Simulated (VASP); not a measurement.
Wanted: the native input for a VASP 6.6.1 run.

| Property | Result |
| --- | --- |
| Task | single point |
| Functional | PBEsol |
| Potentials or basis | VASP PAW PBE potentials, release 64 (Sc_sv, Al) |
| Cutoff | 520 eV |
| k mesh | 14 × 14 × 14 |
| Occupations | gaussian, width 0.1 eV |
| Spin | no spin polarisation |
| Dipole correction | no |
| Further INCAR settings | ALGO = Fast; EDIFF = 1e-06; NBANDS = 18 |

The structure of ScAl3 lies in POSCAR:

```
ScAl3
1.0
    4.3155765332      0.0000000000      0.0000000000
    0.0000000000      4.3155765332      0.0000000000
    0.0000000000      0.0000000000      3.9247318661
Sc Al
1 3
Direct
    0.0000000000      0.0000000000      0.0000000000
    0.5000000000      0.0000000000      0.5000000000
    0.0000000000      0.5000000000      0.5000000000
    0.5000000000      0.5000000000      0.0000000000
```

This cell differs from its parent crystal: biaxial strain in the a-b plane: +6.0 %.

One way to write it, as run:

INCAR

```
PREC = Accurate ; ENCUT = 520
EDIFF = 1E-6 ; ISMEAR = 0
SIGMA = 0.1 ; LREAL = False
LASPH = True ; NELM = 80
ALGO = Fast ; ISIF = 2
LWAVE = False ; LCHARG = False
GGA = PS ; NBANDS = 18
```

KPOINTS

```
regular mesh
0
Gamma
  14 14 14
```

Potentials or basis: VASP PAW PBE potentials, release 64 (Sc_sv, Al).

Launch:

```console
$ cat potpaw_PBE.64/Sc_sv/POTCAR potpaw_PBE.64/Al/POTCAR > POTCAR
$ mpirun -np 1 vasp_std > vasp.out
```

It gave:

| Property | Result |
| --- | --- |
| Pressure | -5.6 GPa |
| Band gap on the k mesh | zero (bands 10 and 11 overlap by 3.37 eV) |

Caveat: the cell differs from its parent crystal (biaxial strain in the a-b plane: +6.0 %); the stress differs along the axes, from -9 to 1 GPa; the PAW data sets were made with another functional, which shifts forces and pressure a little.

It took 5 min on 1 thread of Intel(R) Xeon(R) Platinum 8488C (Sapphire Rapids) (shared host), peak memory 0.45 GiB.
